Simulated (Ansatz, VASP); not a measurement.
## One calculation of SiC, two programs

```
Si C
1.0
     0.00000    2.14201    2.14201
     2.14201    0.00000    2.14201
     2.14201    2.14201    0.00000
Si C
1 1
Cartesian
  0.0000 0.0000 0.0000
  3.2130 3.2130 3.2130
```

Change from the starting cell: mode 6 frozen in at +0.000 Å, equal normal strain along x, y and z -0.0167.

Alike in both runs: task single point; functional PBEsol; k mesh 10 × 10 × 10; occupations gaussian, width 0.05 eV; no spin polarisation.

```csv
,VASP,Ansatz
version,VASP 6.6.1,Ansatz 0.2.0
potentials or method,"VASP PAW PBE potentials, release 64 (Si, C), cutoff 520 eV","scalar-relativistic, plane waves, PAW"
valence electrons in the cell,8,8
```

Ansatz gave:

```
gap on the k mesh at the Fermi level (eV) : 1.20
least direct gap on the mesh (eV)         : 4.51
pressure (GPa)                            : 12.4
```

Question: What did VASP give for the same quantities?

Answer: gap on the k mesh at the Fermi level (eV): 1.19; least direct gap on the mesh (eV): 4.49; pressure (GPa): 12.8.

VASP's potentials were made for PBE, not for PBEsol.
